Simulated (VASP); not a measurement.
**HfC (WC type): single point with PBE**

HfC (WC type):

```
Hf C
1.0
     3.16092    0.00000    0.00000
    -1.58046    2.73744    0.00000
     0.00000    0.00000    2.87029
Hf C
1 1
Direct
  0.00000 0.00000 0.00000
  0.33333 0.66667 0.50000
```

```json
{
  "Program": "VASP 6.6.1",
  "Task": "single point",
  "Functional": "PBE",
  "Potentials or basis": "VASP PAW PBE potentials, release 64 (Hf_pv, C)",
  "Cutoff": "520 eV",
  "k mesh": "14 × 14 × 13",
  "Occupations": "fermi-dirac, width 0.08 eV",
  "Spin": "no spin polarisation"
}
```

| Quantity | Value |
| --- | --- |
| Pressure | 13.0 GPa |
| Band gap on the k mesh | zero (bands 7 and 8 overlap by 0.01 eV) |

Stress tensor (GPa, compression positive):
```
13.19  0.00  0.00
 0.00 13.19  0.00
 0.00  0.00 12.55
```

Levels at points of the mesh, in eV from the Fermi level:
| k point | band 5 | band 6 | band 7 | band 8 | band 9 | band 10 |
| --- | --- | --- | --- | --- | --- | --- |
| (0.00, 0.00, 0.00) | -1.60 | -1.60 | -1.24 | 1.75 | 5.42 | 6.68 |
| (0.50, 0.00, 0.00) | -4.93 | -0.87 | -0.60 | 0.43 | 5.85 | 6.32 |

Run time: 51 s on 1 thread of Intel Xeon 8259CL (shared host), peak memory 0.18 GiB.

Caveat: the cell stands under pressure; spin-orbit coupling is left out, which moves the levels of the heavy elements.
